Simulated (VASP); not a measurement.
# Ba (P6/mmm) in VASP: a series of runs

The runs below take Ba through single point, with PBEsol.

All numbers are computed with VASP 6.6.1; they aren't measurements. Logs are shortened: lines on timing, memory, paths and dates and some standing lists are left out, and cuts for length are marked.

## 1. The cell of the first run

It takes space group P6/mmm (No. 191, hexagonal). Conventional cell: a = 6.996 Å, b = 6.996 Å, c = 3.909 Å, α = 90.00°, β = 90.00°, γ = 120.00°. Ba (site symmetry -6m2) has 5 Ba at 3.91 to 4.04 Å within 5.1 Å.

This isn't the form of Ba at room conditions, which is bcc.

## 2. Single point, PBEsol

INCAR reads:

```
PREC = Accurate
ENCUT = 520
EDIFF = 1E-6
ISMEAR = 0
SIGMA = 0.15
LREAL = False
LASPH = True
NELM = 60
ALGO = Fast
ISIF = 2
LWAVE = False
LCHARG = False
GGA = PS
NBANDS = 17
```

KPOINTS reads:

```
Automatic mesh
0
Gamma
  9 9 12
```

POSCAR reads:

```
Ba
1.0
    6.9960670735      0.0000000000      0.0000000000
   -3.4980335368      6.0587718122      0.0000000000
    0.0000000000      0.0000000000      3.9093935500
Ba
2
Direct
    0.3333333333      0.6666666667      0.5000000000
    0.6666666667      0.3333333333      0.5000000000
```

Potentials or basis: VASP PAW PBE potentials, release 64 (Ba_sv).

On the command line:

```bash
$ cat potpaw_PBE.64/Ba_sv/POTCAR > POTCAR
$ mpirun -np 1 vasp_std > vasp.out
```

OUTCAR:

```text
PREC = Accurate
   ENCUT = 520
   EDIFF = 1E-6
   ISMEAR = 0
   LREAL = False
   LASPH = True
   NELM = 60
   ISIF = 2
   GGA = PS

 ion  position               nearest neighbor table
   1  0.333  0.667  0.500-   2 4.04   2 4.04   2 4.04
   2  0.667  0.333  0.500-   1 4.04   1 4.04   1 4.04

  LATTYP: Found a hexagonal cell.
 ALAT       =     6.9960670735
 C/A-ratio  =     0.5587987521

  Lattice vectors:

 A1 = (   6.9960670735,   0.0000000000,   0.0000000000)
 A2 = (  -3.4980335368,   6.0587718122,   0.0000000000)
 A3 = (   0.0000000000,   0.0000000000,   3.9093935500)

Analysis of symmetry for initial positions (statically):
=====================================================================
 Subroutine PRICEL returns:
 Original cell was already a primitive cell.

 Routine SETGRP: Setting up the symmetry group for a
 hexagonal supercell.

 Subroutine GETGRP returns: Found 24 space group operations
 (whereof 24 operations were pure point group operations)
 out of a pool of 24 trial point group operations.

The static configuration has the point symmetry D_6h.

Analysis of symmetry for dynamics (positions and initial velocities):
=====================================================================
 Subroutine PRICEL returns:
 Original cell was already a primitive cell.

 Routine SETGRP: Setting up the symmetry group for a
 hexagonal supercell.

 Subroutine GETGRP returns: Found 24 space group operations
 (whereof 24 operations were pure point group operations)
 out of a pool of 24 trial point group operations.

The dynamic configuration has the point symmetry D_6h.

 Subroutine INISYM returns: Found 24 space group operations
 (whereof 24 operations are pure point group operations),
 and found     1 'primitive' translations

----------------------------------------------------------------------------------------

                                     Primitive cell

  volume of cell :     165.7097

  direct lattice vectors                    reciprocal lattice vectors
     6.996067073  0.000000000  0.000000000     0.142937452  0.082524976  0.000000000
    -3.498033537  6.058771812  0.000000000     0.000000000  0.165049953  0.000000000
     0.000000000  0.000000000  3.909393550     0.000000000  0.000000000  0.255794150

  length of vectors
     6.996067073  6.996067073  3.909393550     0.165049953  0.165049953  0.255794150

  position of ions in fractional coordinates (direct lattice)
     0.333333333  0.666666667  0.500000000
     0.666666667  0.333333333  0.500000000

  ion indices of the primitive-cell ions
   primitive index   ion index
                 1           1
                 2           2

----------------------------------------------------------------------------------------

 KPOINTS: Automatic mesh

Automatic generation of k-mesh.
 Grid dimensions read from file:
 generate k-points for:    9    9   12

 Generating k-lattice:

  Cartesian coordinates                     Fractional coordinates (reciprocal lattice)
     0.015881939  0.009169442  0.000000000     0.111111111 -0.000000000  0.000000000
     0.000000000  0.018338884  0.000000000     0.000000000  0.111111111  0.000000000
     0.000000000  0.000000000  0.021316179     0.000000000  0.000000000  0.083333333

  Length of vectors
     0.018338884  0.018338884  0.021316179

  Shift w.r.t. Gamma in fractional coordinates (k-lattice)
     0.000000000  0.000000000  0.000000000

 Subroutine IBZKPT returns following result:
 ===========================================

 Found     84 irreducible k-points:

 Following reciprocal coordinates:
            Coordinates               Weight
  0.000000  0.000000  0.000000      1.000000
  0.111111 -0.000000  0.000000      6.000000
  0.222222 -0.000000  0.000000      6.000000
  0.333333 -0.000000  0.000000      6.000000
  0.444444 -0.000000  0.000000      6.000000
  0.111111  0.111111  0.000000      6.000000
[... 16 lines left out ...]
  0.333333  0.222222  0.083333     24.000000
  0.333333  0.333333  0.083333      4.000000
 [... further k-points ...]
   k-points           NKPTS =     84   k-points in BZ     NKDIM =     84   number of bands    NBANDS=     17
   number of dos      NEDOS =    301   number of ions     NIONS =      2
   total plane-waves  NPLWV =  87480
   dimension x,y,z NGX =    54 NGY =   54 NGZ =   30
   dimension x,y,z NGXF=   108 NGYF=  108 NGZF=   60
   ions per type =               2
   NGX,Y,Z   is equivalent  to a cutoff of  12.83, 12.83, 12.76 a.u.
   NGXF,Y,Z  is equivalent  to a cutoff of  25.66, 25.66, 25.51 a.u.
 SYSTEM =  unknown system
   PREC   = accura    normal or accurate (medium, high low for compatibility)
   ISTART =      0    job   : 0-new  1-cont  2-samecut
   ICHARG =      2    charge: 1-file 2-atom 10-const
   ISPIN  =      1    spin polarized calculation?
   LNONCOLLINEAR =      F non collinear calculations
   LSORBIT =      F    spin-orbit coupling
   LASPH  =      T    aspherical Exc in radial PAW
   ENCUT  =  520.0 eV  38.22 Ry    6.18 a.u.  13.01 13.01  7.27*2*pi/ulx,y,z
   NELM   =     60;   NELMIN=  2; NELMDL= -5     # of ELM steps
   EDIFF  = 0.1E-05   stopping-criterion for ELM
   LREAL  =      F    real-space projection
[... 7 lines left out ...]
   TEBEG  =    0.0;   TEEND  =   0.0 temperature during run
   PSTRESS=    0.0 pullay stress
   NELECT =      20.0000    total number of electrons
   NUPDOWN=      -1.0000    fix difference up-down
   EMIN   =  10.00;   EMAX   =-10.00  energy-range for DOS
   EFERMI =   0.00;   METHOD = LEGACY
   ISMEAR =     0;   SIGMA  =   0.15  broadening in eV -4-tet -1-fermi 0-gaus
   EFERMI_NEDOS =   21; number of points for ismear=-14 and -15
   IALGO  =     68    algorithm
   IMIX   =      4    mixing-type and parameters
     AMIX     =   0.40;   BMIX     =  1.00
     AMIX_MAG =   1.60;   BMIX_MAG =  1.00
  volume/ion in A,a.u.               =      82.85       559.13
  Fermi-wavevector in a.u.,A,eV,Ry     =   0.809038  1.528860  8.905588  0.654542
  Thomas-Fermi vector in A             =   1.917955
   LORBIT       =      0    0 simple, 1 ext, 2 COOP (PROOUT), +10 PAW based schemes
   GGA     = PS    functional components
   LHFCALC =     F    Hartree Fock is set to
   AEXX    =    0.0000 exact exchange contribution
   IVDW    =     0    specifies the selected vdW correction
   LEPSILON=     F    determine dielectric tensor
   LRPA    =     F    only Hartree local field effects (RPA)
 non-spin polarized calculation
 RMM-DIIS sequential band-by-band and
 Gauss-broadening in eV      SIGMA  =   0.15
  energy-cutoff  :      520.00
  volume of cell :      165.71
 maximum number of plane-waves:      4497
 NGX is ok and might be reduce to    54
   NGX = 25   NGY = 25   NGZ = 15

 number of electron      20.0000003 magnetization

 Free energy of the ion-electron system (eV)
  ---------------------------------------------------
  ext. energy  EPLUGINS =         0.00000000
  ---------------------------------------------------
  free energy    TOTEN  =        -2.76172066 eV

  energy without entropy =       -2.69256218  energy(sigma->0) =       -2.72714142

 E-fermi :   0.4623     XC(G=0):  -6.4824

 val. band max:        0.4552701990   @ k =   0.3333  -0.0000   0.3333
 cond. band min:       0.4641797097   @ k =   0.3333   0.2222   0.4167
 fundamental gap:      0.0089095106
 Fermi energy:         0.4622713881

 k-point     1 :       0.0000    0.0000    0.0000
  band No.  band energies     occupation
      1     -28.8012      2.00000
      2     -28.7321      2.00000
      3     -14.1724      2.00000
      4     -14.1724      2.00000
      5     -13.7793      2.00000
      6     -13.7793      2.00000
[... 9 lines left out ...]
     16       3.6714      0.00000
     17       3.6741      0.00000

 k-point     2 :       0.1111   -0.0000    0.0000
  band No.  band energies     occupation
      1     -28.7993      2.00000
      2     -28.7340      2.00000
      3     -14.1764      2.00000
      4     -14.1639      2.00000
      5     -13.7885      2.00000
      6     -13.7748      2.00000
[... 9 lines left out ...]
     16       3.6577      0.00000
     17       3.6867      0.00000

 k-point     3 :       0.2222   -0.0000    0.0000
  band No.  band energies     occupation
      1     -28.7942      2.00000
      2     -28.7392      2.00000
      3     -14.1861      2.00000
      4     -14.1405      2.00000
      5     -13.8137      2.00000
      6     -13.7638      2.00000
[... 9 lines left out ...]
     16       3.6134      0.00000
     17       3.7332      0.00000

 k-point     4 :       0.3333   -0.0000    0.0000
  band No.  band energies     occupation
      1     -28.7867      2.00000
      2     -28.7468      2.00000
      3     -14.1967      2.00000
      4     -14.1087      2.00000
      5     -13.8477      2.00000
      6     -13.7518      2.00000
[... 9 lines left out ...]
     16       3.5651      0.00000
     17       3.5758      0.00000

 k-point     5 :       0.4444   -0.0000    0.0000
  band No.  band energies     occupation
      1     -28.7796      2.00000
      2     -28.7540      2.00000
      3     -14.2032      2.00000
      4     -14.0824      2.00000
      5     -13.8753      2.00000
      6     -13.7443      2.00000
[... 9 lines left out ...]
     16       3.2569      0.00000
     17       3.5514      0.00000

 k-point     6 :       0.1111    0.1111    0.0000
  band No.  band energies     occupation
      1     -28.7958      2.00000
      2     -28.7375      2.00000
      3     -14.1840      2.00000
      4     -14.1470      2.00000
      5     -13.8067      2.00000
      6     -13.7663      2.00000
[... 9 lines left out ...]
     16       3.6246      0.00000
     17       3.8656      0.00000
[... 281 lines left out ...]
 k-point    21 :       0.4444    0.1111    0.0833
  band No.  band energies     occupation
      1     -28.7726      2.00000
      2     -28.7524      2.00000
      3     -14.2022      2.00000
      4     -14.0571      2.00000
      5     -13.8892      2.00000
      6     -13.7331      2.00000
[... 9 lines left out ...]
     16       3.0067      0.00000
     17       3.5145      0.00000

 k-point    22 :       0.2222    0.2222    0.0833
  band No.  band energies     occupation
      1     -28.7780      2.00000
      2     -28.7470      2.00000
      3     -14.2012      2.00000
      4     -14.0701      2.00000
      5     -13.8754      2.00000
      6     -13.7346      2.00000
[... 9 lines left out ...]
     16       2.8840      0.00000
     17       3.6471      0.00000

 k-point    23 :       0.3333    0.2222    0.0833
  band No.  band energies     occupation
      1     -28.7704      2.00000
      2     -28.7547      2.00000
      3     -14.2093      2.00000
      4     -14.0291      2.00000
      5     -13.9176      2.00000
      6     -13.7257      2.00000
[... 9 lines left out ...]
     16       2.6698      0.00000
     17       3.4586      0.00000

 k-point    24 :       0.3333    0.3333    0.0833
  band No.  band energies     occupation
      1     -28.7626      2.00000
      2     -28.7626      2.00000
      3     -14.2138      2.00000
      4     -13.9736      2.00000
      5     -13.9736      2.00000
      6     -13.7208      2.00000
[... 9 lines left out ...]
     16       2.2719      0.00000
     17       3.3489      0.00000

 [... further k-points ...]

------------------------ aborting loop because EDIFF is reached ----------------------------------------

  FORCE on cell =-STRESS in cart. coord.  units (eV):
  Direction    XX          YY          ZZ          XY          YZ          ZX
  --------------------------------------------------------------------------------------
  -------------------------------------------------------------------------------------
  Total       -0.0659458     -0.0659458     -0.3957992      0.0000000      0.0000000      0.0000000
  in kB       -0.6376020     -0.6376020     -3.8268160      0.0000000      0.0000000      0.0000000
  external PRESSURE =      -1.7006733 kB  Pullay stress =       0.0000000 kB

 VOLUME and BASIS-vectors are now :
 -----------------------------------------------------------------------------
  energy-cutoff  :      520.00
  volume of cell :      165.71
      direct lattice vectors                 reciprocal lattice vectors
     6.996067073  0.000000000  0.000000000     0.142937452  0.082524976  0.000000000
    -3.498033537  6.058771812  0.000000000     0.000000000  0.165049953  0.000000000
     0.000000000  0.000000000  3.909393550     0.000000000  0.000000000  0.255794150

 POSITION                                       TOTAL-FORCE (eV/Angst)
 -----------------------------------------------------------------------------------
     -0.00000      4.03918      1.95470        -0.000000      0.000000      0.000000
      3.49803      2.01959      1.95470         0.000000     -0.000000      0.000000
 -----------------------------------------------------------------------------------
    total drift:                               -0.000000      0.000000     -0.000000

  FREE ENERGIE OF THE ION-ELECTRON SYSTEM (eV)
  ---------------------------------------------------
  free  energy   TOTEN  =        -2.7617206647 eV

  energy  without entropy=       -2.6925621831  energy(sigma->0) =       -2.72714142
```

It took 7.9 min on 1 thread of Oxide Virtual Turin-like, shared host; peak memory 0.37 GiB.

What came out:

| Property | Result |
| --- | --- |
| Free energy | -2.7617 eV |
| Pressure | -0.2 GPa |
| Band gap on the k mesh | zero (bands 10 and 11 overlap by 0.95 eV) |

Stress tensor (GPa, compression positive):
```
-0.06  0.00  0.00
 0.00 -0.06  0.00
 0.00  0.00 -0.38
```

Levels at points of the mesh, in eV from the Fermi level:
```
           k point  band 6  band 7  band 8  band 9  band 10  band 11  band 12  band 13  band 14  band 15
(0.00, 0.00, 0.00)  -14.24  -13.99  -13.91   -2.23     0.11     0.27     0.75     0.75     1.00     1.00
(0.00, 0.00, 0.50)  -14.53  -14.16  -14.16   -0.19    -0.19    -0.17     1.09     1.42     1.42     1.94
```

Caveat: the PAW data sets were made with another functional, which shifts forces and pressure a little; spin-orbit coupling is left out, which moves the levels of the heavy elements.

## 3. Single point, PBEsol

INCAR reads:

```
SYSTEM = Ba
PREC     = Accurate       ! precision mode
ENCUT    = 520            ! plane-wave cutoff, eV
EDIFF    = 1E-7           ! SCF threshold, eV
ISMEAR   = 0              ! smearing method
SIGMA    = 0.15           ! smearing width, eV
LREAL    = .False.        ! projectors in reciprocal space
LASPH    = .True.         ! aspherical terms in the spheres
NELM     = 80             ! most SCF steps
ALGO     = Fast           ! electronic algorithm
ISIF     = 2              ! what is computed and relaxed
LWAVE    = .False.        ! write WAVECAR
LCHARG   = .False.        ! write CHGCAR
GGA      = PS             ! functional
NBANDS   = 17             ! bands
```

KPOINTS reads:

```
Automatic mesh
0
Gamma
  9 9 14
  0 0 0
```

POSCAR is that of step 2.

Potentials or basis: VASP PAW PBE potentials, release 64 (Ba_sv).

On the command line:

```bash
$ cat potpaw_PBE.64/Ba_sv/POTCAR > POTCAR
$ mpirun -np 1 vasp_std > vasp.out
```

It took 12 min on 1 thread of Oxide Virtual Turin-like, shared host; peak memory 0.39 GiB.

Results (log left out):

| Item | Value |
| --- | --- |
| Free energy | -2.7617 eV |
| Pressure | -0.2 GPa |
| Band gap on the k mesh | zero (bands 10 and 11 overlap by 0.99 eV) |

Stress tensor (GPa, compression positive):
```
-0.07  0.00  0.00
 0.00 -0.07  0.00
 0.00  0.00 -0.39
```

Levels at points of the mesh, in eV from the Fermi level:
```tsv
k point	band 6	band 7	band 8	band 9	band 10	band 11	band 12	band 13	band 14	band 15
(0.00, 0.00, 0.00)	-14.24	-13.99	-13.91	-2.23	0.11	0.27	0.75	0.75	1.00	1.00
(0.00, 0.00, 0.50)	-14.53	-14.16	-14.16	-0.19	-0.19	-0.17	1.09	1.41	1.41	1.94
```

Caveat: the PAW data sets were made with another functional, which shifts forces and pressure a little; spin-orbit coupling is left out, which moves the levels of the heavy elements.
